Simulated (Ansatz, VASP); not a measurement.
One calculation of GaAs, two programs

```
CELL_PARAMETERS angstrom
0.00000 2.82685 2.82685
2.82685 0.00000 2.82685
2.82685 2.82685 0.00000
ATOMIC_POSITIONS crystal
Ga 0.00000 0.00000 0.00000
As 0.75000 0.75000 0.75000
```

Alike in both runs: task single point; functional PBEsol; k mesh 12 × 12 × 12; occupations gaussian, width 0.05 eV; no spin polarisation.

|  | VASP | Ansatz |
| --- | --- | --- |
| version | VASP 6.6.1 | Ansatz 0.2.0 |
| potentials or method | VASP PAW PBE potentials, release 64 (Ga_d, As), cutoff 520 eV | scalar-relativistic, plane waves, PAW |
| valence electrons in the cell | 18 | 28 |

```csv
,VASP,Ansatz,Ansatz less VASP
gap on the k mesh at the Fermi level (eV),0.46,0.44,-0.014
least direct gap on the mesh (eV),0.46,0.44,-0.014
pressure (GPa),0.4,0.2,-0.16
```

VASP's potentials were made for PBE, not for PBEsol. VASP's potentials hold 18 valence electrons a cell and Ansatz's 28, so a difference there can come from the potentials and not from the codes.
